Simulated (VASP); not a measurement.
Input of a VASP 6.6.1 run:

Contents of INCAR:

```
ALGO     = Normal         # electronic algorithm
EDIFF    = 1E-7           # SCF threshold, eV
ENCUT    = 520            # plane-wave cutoff, eV
GGA      = PE             # functional
ISIF     = 2              # what is computed and relaxed
ISMEAR   = 0              # smearing method
LASPH    = T              # aspherical terms in the spheres
LCHARG   = F              # write CHGCAR
LREAL    = F              # projectors in reciprocal space
LWAVE    = F              # write WAVECAR
NBANDS   = 24             # bands
NELM     = 60             # most SCF steps
PREC     = Accurate       # precision mode
SIGMA    = 0.2            # smearing width, eV
```

KPOINTS

```
k-points
0
Gamma
  6 6 6
```

POSCAR

```
MnB6
1.0
    0.0006206219      0.0172234462      3.6022149627
    2.4434527390     -2.9548413594     -0.0147728389
    2.4433633911      2.9551005140      0.0129219311
Mn B
1 6
Direct
   -0.0000003956     -0.0000026756     -0.0000014014
    0.2469121258      0.5376473056      0.0779856046
    0.7531250352      0.0779856913      0.5376490772
    0.7530888468      0.4623501225     -0.0779875214
    0.2468742852     -0.0779868719      0.4623524567
    0.4999731484      0.7860127303      0.7860135198
    0.5000269544      0.2139936978      0.2139882646
```

Potentials or basis: VASP PAW PBE potentials, release 64 (Mn_pv, B).

The run is started by

```bash
$ cat potpaw_PBE.64/Mn_pv/POTCAR potpaw_PBE.64/B/POTCAR > POTCAR
$ mpirun -np 1 vasp_std > vasp.out
```

**Question.** Predict the pressure.

**Answer.** 0.0 GPa.

**Question.** Predict the band gap on the k mesh.

**Answer.** Zero (an odd number of electrons rules out a gap without spin polarisation).

**Question.** Estimate the largest force.

**Answer.** 0.004 eV/Å.

Stress tensor (GPa, compression positive):
```
-0.05 -0.01  0.04
-0.01  0.12  0.06
 0.04  0.06 -0.01
```

Caveat: the run has no spin polarisation, though such a crystal can be magnetic. Spin polarisation is off, so any magnetic state and its effect on volume and gap are missing.
